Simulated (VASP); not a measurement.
# Nb5N (P-6m2) in VASP: further runs

The runs below take Nb5N through single point, relaxation of cell and atoms, with PBE.

Program: VASP 6.6.1. These are calculated values, not measurements. Logs are shortened: lines on timing, memory, paths and dates and some standing lists are left out, and cuts for length are marked.

## (1) The cell of the first run

Symmetry: P-6m2, No. 187, hexagonal system. The conventional cell has a = 3.892 Å, b = 3.892 Å, c = 7.868 Å, α = 90.00°, β = 90.00°, γ = 120.00°. Within 3.0 Å of Nb (site symmetry -6m2) lie 3 N at 2.25 Å and 8 Nb at 2.68 to 2.80 Å. Within 1.9 Å of Nb (site symmetry 3m) lie 1 N at 1.46 Å. Nb (site symmetry 3m) has 5 Nb at 2.28 to 2.80 Å within 3.0 Å. N (site symmetry -6m2) has 2 Nb at 1.46 Å within 1.9 Å.

The cell was generated, and may not be a known phase.

## (2) Single point, PBE, collinear spin, zero start

Contents of INCAR:

```
SYSTEM = Nb5N
PREC = Accurate
ENCUT = 520
EDIFF = 1E-7
ISMEAR = 0
SIGMA = 0.1
LREAL = .False.
LASPH = .True.
NELM = 150
ALGO = Normal
ISIF = 2
LWAVE = .False.
LCHARG = .True.
ISPIN = 2
MAGMOM = 0 0 0 0 0 0
LORBIT = 11
LMAXMIX = 4
GGA = PE
LELF = .True.
LVHAR = .True.
NBANDS = 48
```

Contents of KPOINTS:

```
Automatic mesh
0
Gamma
  6 6 2
  0 0 0
```

Contents of POSCAR:

```
Nb5N
1.0
    3.8917640000      0.0000000000      0.0000000000
   -1.9458820000      3.3703664900      0.0000000000
    0.0000000000      0.0000000000      7.8681338600
Nb N
5 1
Direct
    0.6666666700      0.3333333300      0.0000000000
    0.0000000000      0.0000000000      0.8150023500
    0.0000000000      0.0000000000      0.1849976500
    0.6666666700      0.3333333300      0.3554226500
    0.6666666700      0.3333333300      0.6445773500
    0.0000000000      0.0000000000      0.0000000000
```

Potentials or basis: VASP PAW PBE potentials, release 64 (Nb_sv, N).

Run with:

```console
$ cat potpaw_PBE.64/Nb_sv/POTCAR potpaw_PBE.64/N/POTCAR > POTCAR
$ mpirun -np 1 vasp_std > vasp.out
```

OUTCAR:

```text
SYSTEM = Nb5N
   PREC = Accurate
   ENCUT = 520
   EDIFF = 1E-7
   ISMEAR = 0
   LREAL = .False.
   LASPH = .True.
   NELM = 150
   ISIF = 2
   ISPIN = 2
   LORBIT = 11
   GGA = PE

 ion  position               nearest neighbor table
   1  0.667  0.333  0.000-   6 2.25   6 2.25   6 2.25   2 2.68   3 2.68   3 2.68   2 2.68   3 2.68
                             2 2.68   4 2.80   5 2.80
   2  0.000  0.000  0.815-   6 1.46   5 2.62   5 2.62   5 2.62   1 2.68   1 2.68   1 2.68   3 2.91

   3  0.000  0.000  0.185-   6 1.46   4 2.62   4 2.62   4 2.62   1 2.68   1 2.68   1 2.68   2 2.91

   4  0.667  0.333  0.355-   5 2.28   3 2.62   3 2.62   3 2.62   1 2.80
   5  0.667  0.333  0.645-   4 2.28   2 2.62   2 2.62   2 2.62   1 2.80
   6  0.000  0.000  0.000-   2 1.46   3 1.46   1 2.25   1 2.25   1 2.25

  LATTYP: Found a hexagonal cell.
 ALAT       =     3.8917640000
 C/A-ratio  =     2.0217397201

  Lattice vectors:

 A1 = (   3.8917640000,   0.0000000000,   0.0000000000)
 A2 = (  -1.9458820000,   3.3703664900,   0.0000000000)
 A3 = (   0.0000000000,   0.0000000000,   7.8681338600)

Analysis of symmetry for initial positions (statically):
=====================================================================
 Subroutine PRICEL returns:
 Original cell was already a primitive cell.

 Routine SETGRP: Setting up the symmetry group for a
 hexagonal supercell.

 Subroutine GETGRP returns: Found 12 space group operations
 (whereof 12 operations were pure point group operations)
 out of a pool of 24 trial point group operations.

The static configuration has the point symmetry D_3h.

Analysis of symmetry for dynamics (positions and initial velocities):
=====================================================================
 Subroutine PRICEL returns:
 Original cell was already a primitive cell.

 Routine SETGRP: Setting up the symmetry group for a
 hexagonal supercell.

 Subroutine GETGRP returns: Found 12 space group operations
 (whereof 12 operations were pure point group operations)
 out of a pool of 24 trial point group operations.

The dynamic configuration has the point symmetry D_3h.

Analysis of structural, dynamic, and magnetic symmetry:
=====================================================================
 Subroutine PRICEL returns:
 Original cell was already a primitive cell.

 Routine SETGRP: Setting up the symmetry group for a
 hexagonal supercell.

 Subroutine GETGRP returns: Found 12 space group operations
 (whereof 12 operations were pure point group operations)
 out of a pool of 24 trial point group operations.

The overall configuration has the point symmetry D_3h.

 Subroutine INISYM returns: Found 12 space group operations
 (whereof 12 operations are pure point group operations),
 and found     1 'primitive' translations

----------------------------------------------------------------------------------------

                                     Primitive cell

  volume of cell :     103.2037

  direct lattice vectors                    reciprocal lattice vectors
     3.891764000  0.000000000  0.000000000     0.256952888  0.148351819  0.000000000
    -1.945882000  3.370366490  0.000000000     0.000000000  0.296703638  0.000000000
     0.000000000  0.000000000  7.868133860     0.000000000  0.000000000  0.127094940

  length of vectors
     3.891764000  3.891764000  7.868133860     0.296703638  0.296703638  0.127094940

  position of ions in fractional coordinates (direct lattice)
     0.666666670  0.333333330  0.000000000
     0.000000000  0.000000000  0.815002350
     0.000000000  0.000000000  0.184997650
     0.666666670  0.333333330  0.355422650
     0.666666670  0.333333330  0.644577350
     0.000000000  0.000000000  0.000000000

  ion indices of the primitive-cell ions
   primitive index   ion index
                 1           1
                 2           2
                 3           3
                 4           4
                 5           5
                 6           6

----------------------------------------------------------------------------------------

 KPOINTS: Automatic mesh

Automatic generation of k-mesh.
 Grid dimensions read from file:
 generate k-points for:    6    6    2

 Generating k-lattice:

  Cartesian coordinates                     Fractional coordinates (reciprocal lattice)
     0.042825481  0.024725303  0.000000000     0.166666667  0.000000000  0.000000000
     0.000000000  0.049450606  0.000000000     0.000000000  0.166666667  0.000000000
     0.000000000  0.000000000  0.063547470     0.000000000  0.000000000  0.500000000

  Length of vectors
     0.049450606  0.049450606  0.063547470

  Shift w.r.t. Gamma in fractional coordinates (k-lattice)
     0.000000000  0.000000000  0.000000000

 Subroutine IBZKPT returns following result:
 ===========================================

 Found     14 irreducible k-points:

 Following reciprocal coordinates:
            Coordinates               Weight
[... 76 lines left out ...]
  ---------------------------------------------------
  ext. energy  EPLUGINS =         0.00000000
  ---------------------------------------------------
  free energy    TOTEN  =       -39.75021995 eV

  energy without entropy =      -39.72137450  energy(sigma->0) =      -39.73579723

 E-fermi :  10.2966     XC(G=0): -11.7204

 val. band max:       10.2802318617   @ k =   0.3333   0.1667   0.5000
 cond. band min:      10.3166054829   @ k =   0.1667   0.0000   0.5000
 fundamental gap:      0.0363736212
 Fermi energy:        10.2966139127

 spin component 1

 k-point     1 :       0.0000    0.0000    0.0000
  band No.  band energies     occupation
      1     -44.8421      1.00000
      2     -44.5110      1.00000
      3     -44.2290      1.00000
      4     -43.9724      1.00000
      5     -43.8254      1.00000
      6     -23.2129      1.00000
[... 39 lines left out ...]
     46      15.5167      0.00000
     47      16.1918      0.00000

 k-point     2 :       0.1667    0.0000    0.0000
  band No.  band energies     occupation
      1     -44.8124      1.00000
      2     -44.5082      1.00000
      3     -44.2058      1.00000
      4     -44.0044      1.00000
      5     -43.8474      1.00000
      6     -23.2839      1.00000
[... 592 lines left out ...]
 k-point    14 :       0.3333    0.3333    0.5000
  band No.  band energies     occupation
      1     -44.6775      1.00000
      2     -44.5053      1.00000
      3     -44.1450      1.00000
      4     -44.0681      1.00000
      5     -43.9762      1.00000
      6     -23.4887      1.00000
[... 39 lines left out ...]
     46      14.7240      0.00000
     47      14.7894      0.00000
 Fermi energy:        10.2966139127

 spin component 2

 k-point     1 :       0.0000    0.0000    0.0000
  band No.  band energies     occupation
      1     -44.8421      1.00000
      2     -44.5110      1.00000
      3     -44.2290      1.00000
      4     -43.9724      1.00000
      5     -43.8254      1.00000
      6     -23.2129      1.00000
[... 39 lines left out ...]
     46      15.5167      0.00000
     47      16.1918      0.00000

 k-point     2 :       0.1667    0.0000    0.0000
  band No.  band energies     occupation
      1     -44.8124      1.00000
      2     -44.5082      1.00000
      3     -44.2058      1.00000
      4     -44.0044      1.00000
      5     -43.8474      1.00000
      6     -23.2839      1.00000
[... 592 lines left out ...]
 k-point    14 :       0.3333    0.3333    0.5000
  band No.  band energies     occupation
      1     -44.6775      1.00000
      2     -44.5053      1.00000
      3     -44.1450      1.00000
      4     -44.0681      1.00000
      5     -43.9762      1.00000
      6     -23.4887      1.00000
[... 39 lines left out ...]
     46      14.7240      0.00000
     47      14.7894      0.00000
 [bands above 47 left out]

------------------------ aborting loop because EDIFF is reached ----------------------------------------

  FORCE on cell =-STRESS in cart. coord.  units (eV):
  Direction    XX          YY          ZZ          XY          YZ          ZX
  --------------------------------------------------------------------------------------
  -------------------------------------------------------------------------------------
  Total       14.3053449     14.3053449    116.8210070      0.0000000      0.0000000      0.0000000
  in kB      222.0820977    222.0820978   1813.5776856      0.0000000      0.0000000      0.0000000
  external PRESSURE =     752.5806270 kB  Pullay stress =       0.0000000 kB

 VOLUME and BASIS-vectors are now :
 -----------------------------------------------------------------------------
  energy-cutoff  :      520.00
  volume of cell :      103.20
      direct lattice vectors                 reciprocal lattice vectors
     3.891764000  0.000000000  0.000000000     0.256952888  0.148351819  0.000000000
    -1.945882000  3.370366490  0.000000000     0.000000000  0.296703638  0.000000000
     0.000000000  0.000000000  7.868133860     0.000000000  0.000000000  0.127094940

 POSITION                                       TOTAL-FORCE (eV/Angst)
 -----------------------------------------------------------------------------------
      1.94588      1.12346      0.00000         0.000000     -0.000000     -0.000000
      0.00000      0.00000      6.41255        -0.000000     -0.000000    -33.906362
      0.00000      0.00000      1.45559        -0.000000      0.000000     33.906362
      1.94588      1.12346      2.79651        -0.000000      0.000000      0.376101
      1.94588      1.12346      5.07162        -0.000000      0.000000     -0.376101
      0.00000      0.00000      0.00000        -0.000000      0.000000     -0.000000
 -----------------------------------------------------------------------------------
    total drift:                               -0.000119      0.000069      0.000000

  FREE ENERGIE OF THE ION-ELECTRON SYSTEM (eV)
  ---------------------------------------------------
  free  energy   TOTEN  =       -39.7502199545 eV

  energy  without entropy=      -39.7213745011  energy(sigma->0) =      -39.73579723

 total charge

# of ion       s       p       d       tot
------------------------------------------
    1        2.216   6.005   2.783  11.004
    2        2.322   6.083   3.780  12.185
    3        2.322   6.083   3.780  12.185
    4        2.231   5.937   2.875  11.043
    5        2.231   5.937   2.875  11.043
    6        1.443   3.011   0.000   4.455
--------------------------------------------------
tot         12.766  33.057  16.092  61.914

 magnetization (x)

# of ion       s       p       d       tot
------------------------------------------
    1        0.000   0.000  -0.000  -0.000
    2        0.000   0.000  -0.000   0.000
    3        0.000   0.000  -0.000   0.000
    4        0.000  -0.000  -0.000   0.000
    5        0.000  -0.000  -0.000   0.000
    6        0.000   0.000   0.000   0.000
--------------------------------------------------
tot          0.000   0.000  -0.000   0.000
```

Run time: 2.2 min. Hardware: 1 thread of AMD EPYC 9R45 (Zen 5), shared host; peak memory 0.28 GiB.

Results:

```yaml
Free_energy: -39.7502 eV
Pressure: 75.3 GPa
Largest_force: 33.906 eV/Å
Band_gap_on_the_k_mesh: zero (filled and empty bands overlap)
Net_moment: 0.00 μB per cell
Valence_electrons_inside_the_program's_atomic_spheres: Nb 11.00, 12.19, 11.04 (each value once); N 4.46
```

Forces in eV/Å, atoms in the order of the input:
```
Nb    0.000   0.000   0.000
Nb    0.000   0.000 -33.906
Nb    0.000   0.000  33.906
Nb    0.000   0.000   0.376
Nb    0.000   0.000  -0.376
N     0.000   0.000   0.000
```

Caveat: the k points lie up to 0.40 Å⁻¹ apart, too coarse for converged energies and pressures of a metal; atoms lie so close that the PAW spheres overlap strongly, which falsifies energies and pressures; forces of over 1 eV/Å act on the atoms, so gaps and moduli don't describe the material at rest.

## (3) Single point, PBE

This run uses another cell than the first one, of 18.04 Å³/atom.

Contents of INCAR:

```
PREC = Accurate
ENCUT = 520
EDIFF = 1E-7
ISMEAR = 0
SIGMA = 0.1
LREAL = F
LASPH = T
NELM = 60
ALGO = Normal
ISIF = 2
LWAVE = F
LCHARG = F
GGA = PE
NBANDS = 44
```

Contents of KPOINTS:

```
regular mesh
0
Gamma
  12 12 4
```

Contents of POSCAR:

```
Nb5N
1.0
    3.3370852277      0.0000000000      0.0000000000
   -1.6685426138      2.8900005817      0.0000000000
    0.0000000000      0.0000000000     11.2227361928
Nb N
5 1
Direct
    0.6666666667      0.3333333333      0.0000000000
    0.0000000000      0.0000000000      0.7932962346
    0.0000000000      0.0000000000      0.2067037654
    0.6666666667      0.3333333333      0.3908158801
    0.6666666667      0.3333333333      0.6091841199
    0.0000000000      0.0000000000      0.0000000000
```

Potentials or basis: VASP PAW PBE potentials, release 64 (Nb_sv, N).

Run with:

```console
$ cat potpaw_PBE.64/Nb_sv/POTCAR potpaw_PBE.64/N/POTCAR > POTCAR
$ mpirun -np 1 vasp_std > vasp.out
```

It took 4.3 min on 1 thread of AMD EPYC 9R45 (Zen 5), shared host; peak memory 0.33 GiB.

Results (log left out):

```
Free energy            : -58.7679 eV
Pressure               : -0.3 GPa
Largest force          : 0.017 eV/Å
Band gap on the k mesh : zero (bands 35 and 36 overlap by 0.51 eV)
```

Forces in eV/Å, atoms in the order of the input:
```
Nb   0.000  0.000  0.000
Nb   0.000  0.000 -0.004
Nb   0.000  0.000  0.004
Nb   0.000  0.000 -0.017
Nb   0.000  0.000  0.017
N    0.000  0.000  0.000
```

Stress tensor (GPa, compression positive):
```
-0.35  0.00  0.00
 0.00 -0.35  0.00
 0.00  0.00 -0.23
```

Levels at points of the mesh, in eV from the Fermi level:
| k point | band 33 | band 34 | band 35 | band 36 | band 37 | band 38 |
| --- | --- | --- | --- | --- | --- | --- |
| (0.00, 0.00, 0.00) | -0.48 | -0.25 | -0.25 | 0.16 | 0.16 | 0.91 |
| (0.50, 0.00, 0.00) | -0.64 | -0.54 | 0.24 | 0.67 | 1.55 | 1.64 |
| (0.00, 0.00, 0.50) | -0.32 | 0.05 | 0.05 | 0.31 | 0.31 | 0.47 |
| (0.50, 0.00, 0.50) | -0.71 | -0.40 | 0.20 | 0.48 | 1.11 | 1.35 |

## (4) Relaxation of cell and atoms, PBE

Contents of INCAR:

```
PREC = Accurate
ENCUT = 600
EDIFF = 1E-6
ISMEAR = 0
SIGMA = 0.1
LREAL = False
LASPH = True
NELM = 80
ALGO = Normal
ISIF = 3
LWAVE = False
LCHARG = False
GGA = PE
IBRION = 2
NSW = 90
EDIFFG = -0.04
```

Contents of KPOINTS:

```
Automatic mesh
0
Gamma
  6 6 2
```

Contents of POSCAR:

```
Nb5N
1.0
    3.8917640000      0.0000000000      0.0000000000
   -1.9458820000      3.3703664900      0.0000000000
    0.0000000000      0.0000000000      7.8681338600
Nb N
5 1
Direct
    0.6666666700      0.3333333300      0.0000000000
    0.0000000000      0.0000000000      0.8150023500
    0.0000000000      0.0000000000      0.1849976500
    0.6666666700      0.3333333300      0.3554226500
    0.6666666700      0.3333333300      0.6445773500
    0.0000000000      0.0000000000      0.0000000000
```

Run with:

```console
$ cat potpaw_PBE.64/Nb_sv/POTCAR potpaw_PBE.64/N/POTCAR > POTCAR
$ mpirun -np 1 vasp_std > vasp.out
```

Wall time 16 min (1 thread of AMD EPYC 9R45 (Zen 5), shared host); peak memory 0.25 GiB.

It converged, with:

```yaml
Free_energy: -53.3715 eV
Relaxed_volume: 20.97 Å³/atom
Relaxed_cell: a = 4.242 Å, b = 4.242 Å, c = 8.071 Å, α = 90.00°, β = 90.00°, γ = 120.00°
Space_group_after_relaxing_to_0.1_Å: P-6m2 (No. 187)
Energy_gained_by_relaxing: 2267.7 meV/atom
Ionic_steps: 18
Pressure_after_relaxing: 0.0 GPa
Largest_force_after_relaxing: 0.029 eV/Å
Band_gap_on_the_k_mesh: zero (bands 35 and 36 overlap by 0.51 eV)
```

Forces in eV/Å, atoms in the order of the input:
```
Nb   0.000  0.000  0.000
Nb   0.000  0.000 -0.029
Nb   0.000  0.000  0.029
Nb   0.000  0.000 -0.011
Nb   0.000  0.000  0.011
N    0.000  0.000  0.000
```

Step by step:
```csv
step,energy change (eV),largest force (eV/Å),pressure (GPa),volume (Å³)
1,0.0000,33.8737,75.37,103.20
2,1.9826,1.0764,-20.60,249.19
3,-1.3841,0.6700,-14.03,219.28
4,-2.5590,0.8737,-11.85,205.08
5,-4.9205,0.9342,-10.16,176.38
6,-9.1841,1.8337,-7.41,137.94
7,-11.5268,2.4655,-0.82,120.12
8,-12.3588,2.3242,7.41,111.55
9,-12.4449,1.6243,14.05,107.35
10,-12.4547,1.8916,11.87,108.57
11,-12.4553,1.8550,12.18,108.39
12,-13.0887,1.5542,-6.39,127.88
13,-13.1305,1.5549,-3.34,123.38
14,-13.5422,0.8993,0.39,123.28
15,-13.5572,0.7717,1.65,123.22
16,-13.6039,0.1589,-0.20,126.30
17,-13.6040,0.1538,-0.24,126.39
18,-13.6064,0.0290,-0.04,125.79
```

Final structure:
```
Nb N
1.0
     4.24239    0.00000    0.00000
    -2.12119    3.67402    0.00000
     0.00000    0.00000    8.07061
Nb N
5 1
Direct
  0.66667 0.33333 0.00000
  0.00000 0.00000 0.75404
  0.00000 0.00000 0.24596
  0.66667 0.33333 0.33818
  0.66667 0.33333 0.66182
  0.00000 0.00000 0.00000
```

Levels at points of the mesh, in eV from the Fermi level:
```
           k point  band 33  band 34  band 35  band 36  band 37  band 38
(0.00, 0.00, 0.00)    -0.60    -0.60    -0.29    -0.29     1.29     1.43
(0.50, 0.00, 0.00)    -0.74    -0.70    -0.49    -0.15     0.22     0.35
(0.00, 0.00, 0.50)    -0.88    -0.85    -0.20     0.06     0.06     0.86
(0.50, 0.00, 0.50)    -0.94    -0.84    -0.43     0.16     0.39     0.62
```

Caveat: the k points lie up to 0.39 Å⁻¹ apart in the final cell, too coarse for converged energies and pressures of a metal; the volume moved by over 15 % at a fixed basis, so the end points are rough.

## (5) Summary

| task | spin | cell | k mesh | cutoff (eV) | gap on the mesh (eV) | pressure (GPa) | largest force (eV/Å) |
| --- | --- | --- | --- | --- | --- | --- | --- |
| single point | collinear, zero start | a = 3.892, b = 3.892, c = 7.868 Å, angles 90.0, 90.0, 120.0°, 6 atoms, atomic positions A | 6 × 6 × 2 | 520 | none | 75.3 | 33.91 |
| single point | off | a = 3.337, b = 3.337, c = 11.223 Å, angles 90.0, 90.0, 120.0°, 6 atoms, atomic positions B | 12 × 12 × 4 | 520 | none | -0.3 | 0.02 |
| relaxation of cell and atoms | off | relaxed from a = 3.892, b = 3.892, c = 7.868 Å, angles 90.0, 90.0, 120.0°, 6 atoms, atomic positions A | 6 × 6 × 2 | 600 | none | 0.0 | 0.03 |

Alike in all rows: level PBE; potentials or basis VASP PAW PBE potentials, release 64 (Nb_sv, N); smearing gaussian 0.1 eV.

Caveats: some runs use coarse meshes; atoms lie so close that the PAW spheres overlap strongly, which falsifies energies and pressures (at least some runs); forces of over 1 eV/Å act on the atoms, so gaps and moduli don't describe the material at rest (at least some runs); the volume moved by over 15 % at a fixed basis, so the end points are rough (at least some runs).

Absolute energies hang on the potentials; compare differences alone.

The gap in the log of VASP goes by the Fermi energy; the results here count the filled bands.